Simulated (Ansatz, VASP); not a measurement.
# HfN in VASP and in Ansatz

```xyz
4
Lattice="3.1580 0.0000 0.0000 -1.5790 2.7349 0.0000 0.0000 0.0000 5.6683" Properties=species:S:1:pos:R:3 pbc="T T T"
Hf    0.0000    0.0000    0.0000
Hf    0.0000    0.0000    2.8342
N     0.0000    1.8233    1.4171
N     1.5790    0.9116    4.2513
```

Change from the starting cell: volume scaled by 1, crystal datasets.

Alike in both runs: task single point; functional PBE; k mesh 10 × 10 × 6; occupations fermi-dirac, width 0.05 eV; no spin polarisation.

```csv
,VASP,Ansatz
version,VASP 6.6.1,Ansatz 0.2.0
potentials or method,"VASP PAW PBE potentials, release 64 (Hf_pv, N), cutoff 520 eV","all-electron PAW with datasets made for the crystal, scalar-relativistic"
```

```tsv
	VASP	Ansatz	Ansatz less VASP
pressure (GPa)	-2.1	0.1	+2.14
traceless stress, the component that is largest in VASP (GPa)	-0.60	0.03	+0.629
```

Ansatz ran all-electron here, and VASP with PAW potentials.

Neither program's run includes spin-orbit coupling.
